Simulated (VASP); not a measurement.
Runs of VASP 6.6.1 on W. The structure is that of space group Im-3m (No. 229), or close to it. The cells are those of the table. 

| cell | k mesh | cutoff (eV) | smearing | gap on the mesh (eV) | pressure (GPa) |
| --- | --- | --- | --- | --- | --- |
| a = 3.184, b = 3.184, c = 2.757 Å, angles 125.3, 54.7, 90.0°, 1 atom | 11 × 11 × 21 | 520 | gaussian 0.1 eV | none | 0.4 |
| a = 2.681, b = 2.670, c = 2.655 Å, angles 109.3, 109.7, 109.2°, 1 atom | 16 × 16 × 16 | 520 | gaussian 0.1 eV | none | 36.3 |
| a = 2.757 Å, angles 109.5°, 1 atom | 30 × 30 × 30 | 500 | gaussian 0.15 eV | none | (a) |
| a = 2.775, b = 2.775, c = 2.627 Å, angles 108.4, 108.4, 110.5°, 1 atom | 18 × 18 × 18 | 520 | gaussian 0.1 eV | none | 8.8 |

Alike in all rows: level PBE; potentials or basis VASP PAW PBE potentials, release 64 (W_sv); no spin polarisation.

Q: Fill in the values left out.

A: (a) 0.5.

Caveats: spin-orbit coupling is left out, which moves the levels of the heavy elements; the cell stands under pressure (at least some runs).

A k mesh can miss the band edges, and the runs leave out spin-orbit coupling on W.

A gap of «none» marks levels without a gap at the run's occupations.
